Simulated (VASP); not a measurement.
Here is a VASP 6.6.1 calculation.

The input INCAR:

```
  PREC = Accurate
  ENCUT = 520
  EDIFF = 1E-6
  ISMEAR = 0
  SIGMA = 0.02
  LREAL = F
  LASPH = T
  NELM = 100
  ALGO = Normal
  ISIF = 2
  LWAVE = F
  LCHARG = F
  GGA = PE
  IVDW = 12
  NBANDS = 35
```

KPOINTS

```
Automatic mesh
0
Gamma
  12 12 2
```

File POSCAR:

```
WSe2
1.0
    3.4267365904      0.0000000000      0.0000000000
   -1.7133682952      2.9676409393      0.0000000000
    0.0000000000      0.0000000000     12.4431089026
W Se
2 4
Direct
    0.6666666667      0.3333333333      0.2500000000
    0.3333333333      0.6666666667      0.7500000000
    0.3333333333      0.6666666667      0.3803493355
    0.6666666667      0.3333333333      0.8803493355
    0.3333333333      0.6666666667      0.1196506645
    0.6666666667      0.3333333333      0.6196506645
```

Potentials or basis: VASP PAW PBE potentials, release 64 (W_sv, Se).

The run is started by

```bash
$ cat potpaw_PBE.64/W_sv/POTCAR potpaw_PBE.64/Se/POTCAR > POTCAR
$ mpirun -np 1 vasp_std > vasp.out
```

Question: Predict the largest force.

Answer: 0.179 eV/Å.

Question: Estimate the pressure.

Answer: -4.9 GPa.

Question: What does it give for the dispersion energy per atom?

Answer: -0.447 eV.

Question: What does it give for the band gap on the k mesh?

Answer: 0.51 eV (least direct gap 1.07 eV).

Forces on the atoms (eV/Å):
```
W    0.000  0.000  0.000
W    0.000  0.000  0.000
Se   0.000  0.000  0.179
Se   0.000  0.000  0.179
Se   0.000  0.000 -0.179
Se   0.000  0.000 -0.179
```

Caveat: the cell differs from its parent crystal (biaxial strain in the a-b plane: +4.5 %); the cell stands under tension; spin-orbit coupling is left out, which moves the levels of the heavy elements. A k mesh can miss the band edges.
